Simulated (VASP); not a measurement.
# Sr (Fm-3m) in VASP: further runs

Sr is run at these levels: LDA; tasks: single point, relaxation of cell and atoms.

All numbers are computed with VASP 6.6.1; they aren't measurements. Logs are shortened: lines on timing, memory, paths and dates and some standing lists are left out, and cuts for length are marked.

**1. The cell of the first run**

Symmetry: Fm-3m, No. 225, cubic system. Conventional cell: a = 5.781 Å, b = 5.781 Å, c = 5.781 Å, α = 90.00°, β = 90.00°, γ = 90.00°. Sr (site symmetry m-3m) has 12 Sr at 4.09 Å within 5.4 Å.

**2. Single point, LDA**

Contents of INCAR:

```
  PREC = Accurate
  ENCUT = 520
  EDIFF = 1E-6
  ISMEAR = -1
  SIGMA = 0.1
  LREAL = False
  LASPH = True
  NELM = 80
  ALGO = Normal
  ISIF = 2
  LWAVE = False
  LCHARG = True
  LELF = True
  LVHAR = True
  NBANDS = 11
```

Contents of KPOINTS:

```
Automatic mesh
0
Gamma
  12 12 12
```

Contents of POSCAR:

```
Sr
1.0
    0.0000000000      2.8902563998      2.8902563998
    2.8902563998      0.0000000000      2.8902563998
    2.8902563998      2.8902563998      0.0000000000
Sr
1
Direct
    0.0000000000      0.0000000000      0.0000000000
```

Potentials or basis: VASP PAW LDA potentials, release 64 (Sr_sv).

Command:

```sh
$ cat potpaw_LDA.64/Sr_sv/POTCAR > POTCAR
$ mpirun -np 1 vasp_std > vasp.out
```

OUTCAR:

```text
PREC = Accurate
   ENCUT = 520
   EDIFF = 1E-6
   ISMEAR = -1
   LREAL = False
   LASPH = True
   NELM = 80
   ISIF = 2

 ion  position               nearest neighbor table
   1  0.000  0.000  0.000-

  LATTYP: Found a face centered cubic cell.
 ALAT       =     5.7805127996

  Lattice vectors:

 A1 = (   0.0000000000,   2.8902563998,   2.8902563998)
 A2 = (   2.8902563998,   0.0000000000,   2.8902563998)
 A3 = (   2.8902563998,   2.8902563998,   0.0000000000)

Analysis of symmetry for initial positions (statically):
=====================================================================
 Subroutine PRICEL returns:
 Original cell was already a primitive cell.

 Routine SETGRP: Setting up the symmetry group for a
 face centered cubic supercell.

 Subroutine GETGRP returns: Found 48 space group operations
 (whereof 48 operations were pure point group operations)
 out of a pool of 48 trial point group operations.

The static configuration has the point symmetry O_h .

Analysis of symmetry for dynamics (positions and initial velocities):
=====================================================================
 Subroutine PRICEL returns:
 Original cell was already a primitive cell.

 Routine SETGRP: Setting up the symmetry group for a
 face centered cubic supercell.

 Subroutine GETGRP returns: Found 48 space group operations
 (whereof 48 operations were pure point group operations)
 out of a pool of 48 trial point group operations.

The dynamic configuration has the point symmetry O_h .

 Subroutine INISYM returns: Found 48 space group operations
 (whereof 48 operations are pure point group operations),
 and found     1 'primitive' translations

----------------------------------------------------------------------------------------

                                     Primitive cell

  volume of cell :      48.2880

  direct lattice vectors                    reciprocal lattice vectors
     0.000000000  2.890256400  2.890256400    -0.172995033  0.172995033  0.172995033
     2.890256400  0.000000000  2.890256400     0.172995033 -0.172995033  0.172995033
     2.890256400  2.890256400  0.000000000     0.172995033  0.172995033 -0.172995033

  length of vectors
     4.087439799  4.087439799  4.087439799     0.299636186  0.299636186  0.299636186

  position of ions in fractional coordinates (direct lattice)
     0.000000000  0.000000000  0.000000000

  ion indices of the primitive-cell ions
   primitive index   ion index
                 1           1

----------------------------------------------------------------------------------------

 KPOINTS: Automatic mesh

Automatic generation of k-mesh.
 Grid dimensions read from file:
 generate k-points for:   12   12   12

 Generating k-lattice:

  Cartesian coordinates                     Fractional coordinates (reciprocal lattice)
    -0.014416253  0.014416253  0.014416253     0.083333333  0.000000000  0.000000000
     0.014416253 -0.014416253  0.014416253     0.000000000  0.083333333  0.000000000
     0.014416253  0.014416253 -0.014416253     0.000000000  0.000000000  0.083333333

  Length of vectors
     0.024969682  0.024969682  0.024969682

  Shift w.r.t. Gamma in fractional coordinates (k-lattice)
     0.000000000  0.000000000  0.000000000

 Subroutine IBZKPT returns following result:
 ===========================================

 Found     72 irreducible k-points:

 Following reciprocal coordinates:
            Coordinates               Weight
  0.000000  0.000000  0.000000      1.000000
  0.083333  0.000000  0.000000      8.000000
  0.166667  0.000000  0.000000      8.000000
  0.250000  0.000000  0.000000      8.000000
  0.333333  0.000000  0.000000      8.000000
  0.416667  0.000000  0.000000      8.000000
[... 16 lines left out ...]
  0.500000  0.166667  0.000000     24.000000
 -0.416667  0.166667  0.000000     24.000000
 [... further k-points ...]
   k-points           NKPTS =     72   k-points in BZ     NKDIM =     72   number of bands    NBANDS=     11
   number of dos      NEDOS =    301   number of ions     NIONS =      1
   total plane-waves  NPLWV =  27000
   dimension x,y,z NGX =    30 NGY =   30 NGZ =   30
   dimension x,y,z NGXF=    60 NGYF=   60 NGZF=   60
   ions per type =               1
   NGX,Y,Z   is equivalent  to a cutoff of  12.20, 12.20, 12.20 a.u.
   NGXF,Y,Z  is equivalent  to a cutoff of  24.40, 24.40, 24.40 a.u.
 SYSTEM =  unknown system
   PREC   = accura    normal or accurate (medium, high low for compatibility)
   ISTART =      0    job   : 0-new  1-cont  2-samecut
   ICHARG =      2    charge: 1-file 2-atom 10-const
   ISPIN  =      1    spin polarized calculation?
   LNONCOLLINEAR =      F non collinear calculations
   LSORBIT =      F    spin-orbit coupling
   LASPH  =      T    aspherical Exc in radial PAW
   ENCUT  =  520.0 eV  38.22 Ry    6.18 a.u.   7.60  7.60  7.60*2*pi/ulx,y,z
   NELM   =     80;   NELMIN=  2; NELMDL= -5     # of ELM steps
   EDIFF  = 0.1E-05   stopping-criterion for ELM
   LREAL  =      F    real-space projection
   EDIFFG = 0.1E-04   stopping-criterion for IOM
   NSW    =      0    number of steps for IOM
   IBRION =     -1    ionic relax: 0-MD 1-quasi-New 2-CG
   NFREE  =      0    steps in history (QN), initial steepest desc. (CG)
   ISIF   =      2    stress and relaxation
   ISYM   =      2    0-nonsym 1-usesym 2-fastsym
   POTIM  = 0.5000    time-step for ionic-motion
   TEBEG  =    0.0;   TEEND  =   0.0 temperature during run
   PSTRESS=    0.0 pullay stress
   NELECT =      10.0000    total number of electrons
   NUPDOWN=      -1.0000    fix difference up-down
   EMIN   =  10.00;   EMAX   =-10.00  energy-range for DOS
   EFERMI =   0.00;   METHOD = LEGACY
   ISMEAR =    -1;   SIGMA  =   0.10  broadening in eV -4-tet -1-fermi 0-gaus
   EFERMI_NEDOS =   21; number of points for ismear=-14 and -15
   IALGO  =     38    algorithm
   IMIX   =      4    mixing-type and parameters
     AMIX     =   0.40;   BMIX     =  1.00
     AMIX_MAG =   1.60;   BMIX_MAG =  1.00
  volume/ion in A,a.u.               =      48.29       325.86
  Fermi-wavevector in a.u.,A,eV,Ry     =   0.968564  1.830321 12.763854  0.938117
  Thomas-Fermi vector in A             =   2.098544
   LORBIT       =      0    0 simple, 1 ext, 2 COOP (PROOUT), +10 PAW based schemes
   GGA     = CA    functional components
   LHFCALC =     F    Hartree Fock is set to
   AEXX    =    0.0000 exact exchange contribution
   IVDW    =     0    specifies the selected vdW correction
   LEPSILON=     F    determine dielectric tensor
   LRPA    =     F    only Hartree local field effects (RPA)
 non-spin polarized calculation
  energy-cutoff  :      520.00
  volume of cell :       48.29
 maximum number of plane-waves:      1319
   NGX = 15   NGY = 15   NGZ = 15

 number of electron      10.0000000 magnetization

 Free energy of the ion-electron system (eV)
  ---------------------------------------------------
  ext. energy  EPLUGINS =         0.00000000
  ---------------------------------------------------
  free energy    TOTEN  =        -1.91462914 eV

  energy without entropy =       -1.87513449  energy(sigma->0) =       -1.89488182

 E-fermi :   1.8776     XC(G=0):  -7.9748

 val. band max:        1.8641876377   @ k =  -0.2500   0.5000   0.2500
 cond. band min:       1.8825139585   @ k =  -0.3333   0.3333   0.1667
 fundamental gap:      0.0183263208
 Fermi energy:         1.8776018920

 k-point     1 :       0.0000    0.0000    0.0000
  band No.  band energies     occupation
      1     -34.3275      2.00000
      2     -16.2785      2.00000
      3     -16.2785      2.00000
      4     -16.2785      2.00000
      5      -1.9709      2.00000
      6       4.2630      0.00000
      7       4.2630      0.00000
      8       4.2630      0.00000
      9       5.9410      0.00000
     10       5.9410      0.00000
     11       9.4567      0.00000

 k-point     2 :       0.0833    0.0000    0.0000
  band No.  band energies     occupation
      1     -34.3258      2.00000
      2     -16.3007      2.00000
      3     -16.2814      2.00000
      4     -16.2814      2.00000
      5      -1.8427      2.00000
      6       4.0753      0.00000
      7       4.3244      0.00000
      8       4.3244      0.00000
      9       5.8584      0.00000
     10       5.8584      0.00000
     11       9.7839      0.00000

 k-point     3 :       0.1667    0.0000    0.0000
  band No.  band energies     occupation
      1     -34.3209      2.00000
      2     -16.3606      2.00000
      3     -16.2892      2.00000
      4     -16.2892      2.00000
      5      -1.4734      2.00000
      6       3.6394      0.00000
      7       4.4445      0.00000
      8       4.4445      0.00000
      9       5.7414      0.00000
     10       5.7414      0.00000
     11      10.0239      0.00000

 k-point     4 :       0.2500    0.0000    0.0000
  band No.  band energies     occupation
      1     -34.3143      2.00000
      2     -16.4409      2.00000
      3     -16.2998      2.00000
      4     -16.2998      2.00000
      5      -0.9117      2.00000
      6       3.1486      0.00001
      7       4.4411      0.00000
      8       4.4411      0.00000
      9       5.8821      0.00000
     10       5.8821      0.00000
     11       9.2760      0.00000

 k-point     5 :       0.3333    0.0000    0.0000
  band No.  band energies     occupation
      1     -34.3076      2.00000
      2     -16.5194      2.00000
      3     -16.3104      2.00000
      4     -16.3104      2.00000
      5      -0.2472      2.00000
      6       2.7080      0.00050
      7       4.2907      0.00000
      8       4.2907      0.00000
      9       6.3449      0.00000
     10       6.3449      0.00000
     11       8.6831      0.00000
[... 211 lines left out ...]
 k-point    21 :       0.3333    0.1667    0.0000
  band No.  band energies     occupation
      1     -34.3077      2.00000
      2     -16.4743      2.00000
      3     -16.3333      2.00000
      4     -16.3321      2.00000
      5      -0.3094      2.00000
      6       2.8099      0.00018
      7       3.8790      0.00000
      8       4.7743      0.00000
      9       5.5758      0.00000
     10       6.6695      0.00000
     11       9.6808      0.00000

 k-point    22 :       0.4167    0.1667    0.0000
  band No.  band energies     occupation
      1     -34.3022      2.00000
      2     -16.5305      2.00000
      3     -16.3514      2.00000
      4     -16.3389      2.00000
      5       0.3523      2.00000
      6       2.4746      0.00509
      7       3.6128      0.00000
      8       4.6477      0.00000
      9       6.2299      0.00000
     10       7.0840      0.00000
     11       8.6351      0.00000

 k-point    23 :       0.5000    0.1667    0.0000
  band No.  band energies     occupation
      1     -34.2988      2.00000
      2     -16.5638      2.00000
      3     -16.3682      2.00000
      4     -16.3390      2.00000
      5       0.9355      1.99984
      6       2.1604      0.11161
      7       3.5214      0.00000
      8       4.5206      0.00000
      9       6.8429      0.00000
     10       7.2054      0.00000
     11       7.9415      0.00000

 k-point    24 :      -0.4167    0.1667    0.0000
  band No.  band energies     occupation
      1     -34.2984      2.00000
      2     -16.5665      2.00000
      3     -16.3787      2.00000
      4     -16.3325      2.00000
      5       1.0626      1.99942
      6       2.1220      0.15976
      7       3.4816      0.00000
      8       4.4714      0.00000
      9       6.7991      0.00000
     10       7.1954      0.00000
     11       8.0079      0.00000

 [... further k-points ...]

------------------------ aborting loop because EDIFF is reached ----------------------------------------

  FORCE on cell =-STRESS in cart. coord.  units (eV):
  Direction    XX          YY          ZZ          XY          YZ          ZX
  --------------------------------------------------------------------------------------
  -------------------------------------------------------------------------------------
  Total        0.0419024      0.0419024      0.0419024     -0.0000000     -0.0000000      0.0000000
  in kB        1.3903056      1.3903056      1.3903056     -0.0000000     -0.0000000      0.0000000
  external PRESSURE =       1.3903056 kB  Pullay stress =       0.0000000 kB

 VOLUME and BASIS-vectors are now :
 -----------------------------------------------------------------------------
  energy-cutoff  :      520.00
  volume of cell :       48.29
      direct lattice vectors                 reciprocal lattice vectors
     0.000000000  2.890256400  2.890256400    -0.172995033  0.172995033  0.172995033
     2.890256400  0.000000000  2.890256400     0.172995033 -0.172995033  0.172995033
     2.890256400  2.890256400  0.000000000     0.172995033  0.172995033 -0.172995033

 POSITION                                       TOTAL-FORCE (eV/Angst)
 -----------------------------------------------------------------------------------
      0.00000      0.00000      0.00000        -0.000000     -0.000000     -0.000000
 -----------------------------------------------------------------------------------
    total drift:                               -0.000000     -0.000000      0.000000

  FREE ENERGIE OF THE ION-ELECTRON SYSTEM (eV)
  ---------------------------------------------------
  free  energy   TOTEN  =        -1.9146291389 eV

  energy  without entropy=       -1.8751344933  energy(sigma->0) =       -1.89488182
```

It took 30 s on 1 thread of Intel Xeon Platinum 8488C (Sapphire Rapids), shared host; peak memory 0.16 GiB.

Results:

| Property | Result |
| --- | --- |
| Free energy | -1.9146 eV |
| Pressure | 0.1 GPa |

Levels at points of the mesh, in eV from the Fermi level:
```csv
k point,band 3,band 4,band 5,band 6,band 7,band 8
"(0.00, 0.00, 0.00)",-18.16,-18.16,-3.85,2.39,2.39,2.39
"(0.50, 0.00, 0.00)",-18.20,-18.20,-1.24,0.33,2.21,2.21
"(0.50, 0.50, 0.00)",-18.27,-18.27,-0.81,0.17,1.43,5.29
```

**3. Relaxation of cell and atoms, LDA, target pressure 0.14 GPa, at which the enthalpy is minimised**

Contents of INCAR:

```
PREC     = Accurate       # precision mode
ENCUT    = 600            # plane-wave cutoff, eV
EDIFF    = 1E-6           # SCF threshold, eV
ISMEAR   = -1             # smearing method
SIGMA    = 0.1            # smearing width, eV
LREAL    = False          # projectors in reciprocal space
LASPH    = True           # aspherical terms in the spheres
NELM     = 80             # most SCF steps
ALGO     = Normal         # electronic algorithm
ISIF     = 3              # what is computed and relaxed
LWAVE    = False          # write WAVECAR
LCHARG   = False          # write CHGCAR
IBRION   = 2              # ionic algorithm
NSW      = 60             # ionic steps
EDIFFG   = -0.005         # ionic threshold
PSTRESS  = 1.4000000000000001
```

Contents of KPOINTS:

```
regular mesh
0
Gamma
  12 12 12
```

POSCAR is that of step 2.

Potentials or basis: VASP PAW LDA potentials, release 64 (Sr_sv).

Command:

```sh
$ cat potpaw_LDA.64/Sr_sv/POTCAR > POTCAR
$ mpirun -np 1 vasp_std > vasp.out
```

Run time: 31 s. Hardware: 1 thread of Intel Xeon Platinum 8488C (Sapphire Rapids), shared host; peak memory 0.19 GiB.

Results (log left out):

| Quantity | Value |
| --- | --- |
| Free energy | -1.9146 eV |
| Pressure after relaxing | 0.1 GPa |

Final structure:
```
CELL_PARAMETERS angstrom
0.00000 2.89026 2.89026
2.89026 0.00000 2.89026
2.89026 2.89026 0.00000
ATOMIC_POSITIONS crystal
Sr 0.00000 0.00000 0.00000
```

Levels at points of the mesh, in eV from the Fermi level:
```csv
k point,band 1,band 2,band 3,band 4,band 5,band 6,band 7,band 8,band 9
"(0.00, 0.00, 0.00)",-36.21,-18.16,-18.16,-18.16,-3.85,2.39,2.39,2.39,4.06
"(0.50, 0.00, 0.00)",-36.18,-18.47,-18.20,-18.20,-1.24,0.33,2.21,2.21,5.28
"(0.50, 0.50, 0.00)",-36.17,-18.45,-18.27,-18.27,-0.81,0.17,1.43,5.29,5.64
```

Caveat: the cell is relaxed towards a set pressure, so the run minimises the enthalpy, not the energy.

**4. Relaxation of cell and atoms, LDA, target pressure 0.14 GPa, at which the enthalpy is minimised**

Contents of INCAR:

```
SYSTEM = Sr
  ALGO = Normal
  EDIFF = 1E-7
  EDIFFG = -0.005
  ENCUT = 600
  IBRION = 2
  ISIF = 3
  ISMEAR = -1
  LASPH = .TRUE.
  LCHARG = .FALSE.
  LREAL = .FALSE.
  LWAVE = .FALSE.
  NELM = 80
  NSW = 32
  PREC = Accurate
  PSTRESS = 1.4000000000000001
  SIGMA = 0.1
```

Contents of KPOINTS:

```
k-points
0
G
  12 12 12
  0 0 0
```

POSCAR is that of step 3.

Command:

```sh
$ cat potpaw_LDA.64/Sr_sv/POTCAR > POTCAR
$ mpirun -np 1 vasp_std > vasp.out
```

It took 36 s on 1 thread of Intel Xeon Platinum 8488C (Sapphire Rapids), shared host; peak memory 0.19 GiB.

Results (log left out):

```
Free energy             : -1.9146 eV
Pressure after relaxing : 0.1 GPa
```

Final structure:
```
CELL_PARAMETERS angstrom
0.00000 2.89026 2.89026
2.89026 0.00000 2.89026
2.89026 2.89026 0.00000
ATOMIC_POSITIONS crystal
Sr 0.00000 0.00000 0.00000
```

Levels at points of the mesh, in eV from the Fermi level:
| k point | band 2 | band 3 | band 4 | band 5 | band 6 | band 7 | band 8 | band 9 |
| --- | --- | --- | --- | --- | --- | --- | --- | --- |
| (0.00, 0.00, 0.00) | -18.16 | -18.16 | -18.16 | -3.85 | 2.39 | 2.39 | 2.39 | 4.06 |
| (0.50, 0.00, 0.00) | -18.47 | -18.20 | -18.20 | -1.24 | 0.33 | 2.21 | 2.21 | 5.28 |
| (0.50, 0.50, 0.00) | -18.45 | -18.27 | -18.27 | -0.81 | 0.17 | 1.43 | 5.29 | 5.63 |

Caveat: the cell is relaxed towards a set pressure, so the run minimises the enthalpy, not the energy.
